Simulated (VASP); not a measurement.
Here is a VASP 6.6.1 calculation.

Contents of INCAR:

```
SYSTEM = CaO
PREC = Accurate ; ENCUT = 520
EDIFF = 1E-7 ; ISMEAR = 0
SIGMA = 0.01 ; LREAL = .FALSE.
LASPH = .TRUE. ; NELM = 80
ALGO = Normal ; ISIF = 2
LWAVE = .FALSE. ; LCHARG = .TRUE.
GGA = PS ; LELF = .TRUE.
LVHAR = .TRUE. ; NBANDS = 15
```

KPOINTS

```
regular mesh
0
G
  8 8 8
  0 0 0
```

The input POSCAR:

```
CaO
1.0
    0.0000000000      2.4065000000      2.4065000000
    2.4065000000      0.0000000000      2.4065000000
    2.4065000000      2.4065000000      0.0000000000
Ca O
1 1
Direct
    0.0000000000      0.0000000000      0.0000000000
    0.5000000000      0.5000000000      0.5000000000
```

Potentials or basis: VASP PAW PBE potentials, release 64 (Ca_sv, O).

Run with:

```bash
$ cat potpaw_PBE.64/Ca_sv/POTCAR potpaw_PBE.64/O/POTCAR > POTCAR
$ mpirun -np 1 vasp_std > vasp.out
```

(1) Estimate the pressure.

(2) What does it give for the band gap on the k mesh?

Answers

(1) -2.5 GPa.

(2) 3.54 eV, indirect (least direct gap 3.92 eV).

Caveat: the PAW data sets were made with another functional, which shifts forces and pressure a little.
